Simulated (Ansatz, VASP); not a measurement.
## One calculation of Rh, two programs

The input INCAR:

```
ALGO = Fast
EDIFF = 1E-7
ENCUT = 520
GGA = PE
ISIF = 2
ISMEAR = 0
LASPH = True
LCHARG = False
LREAL = False
LWAVE = False
NBANDS = 22
NELM = 100
PREC = Accurate
SIGMA = 0.15
```

KPOINTS

```
k-points
0
Gamma
  21 21 12
```

Contents of POSCAR:

```
Rh
1.0
    2.5911192509      0.0000000000      0.0000000000
   -1.2955596255      2.2439750955      0.0000000000
    0.0000000000      0.0000000000      4.7041770000
Rh
2
Direct
    0.6666666667      0.3333333333      0.7500000000
    0.3333333333      0.6666666667      0.2500000000
```

Input for Ansatz:

```yaml
crystal:
  lattice:
    - [2.5911192509, 0.0, 0.0]
    - [-1.2955596255, 2.2439750955, 0.0]
    - [0.0, 0.0, 4.704177]
  atoms:
    - { symbol: Rh, position: [0.6666666667, 0.3333333333, 0.75] }
    - { symbol: Rh, position: [0.3333333333, 0.6666666667, 0.25] }
basis:
  ecutwfc: 420
kpoints:
  mp_grid: { grid: [21, 21, 12] }
hamiltonian:
  xc: pbe
  pseudopotentials: { kind: paw, azcp: { folder: soft_1 } }
scf:
  occupations: { method: gaussian, width: 0.15 }
output:
  forces: true
  stress: true
  eigenvalues: true
  write_density: true
  write_potential: true
  elf: true
  volumetric_format: npy
```

Alike in both runs: task single point; functional PBE; k mesh 21 × 21 × 12; occupations gaussian, width 0.15 eV; no spin polarisation.

|  | VASP | Ansatz |
| --- | --- | --- |
| version | VASP 6.6.1 | Ansatz 0.2.0 |
| potentials or method | VASP PAW PBE potentials, release 64 (Rh_pv), cutoff 520 eV | scalar-relativistic, plane waves, PAW |
| valence electrons in the cell | 30 | 34 |

Ansatz gave:

| Item | Value |
| --- | --- |
| gap on the k mesh at the Fermi level (eV) | none |
| pressure (GPa) | 12.6 |
| traceless stress, the component that is largest in VASP (GPa) | -24.39 |

Problem. Estimate VASP's values.

Solution. gap on the k mesh at the Fermi level (eV): none; pressure (GPa): 12.5; traceless stress, the component that is largest in VASP (GPa): -24.36.

A gap of «none» marks a metal or a gap that the smearing closes. With one functional, cell and mesh, what is left measures potentials, basis and numerics. VASP's potentials hold 30 valence electrons a cell and Ansatz's 34, so a difference there can come from the potentials and not from the codes.
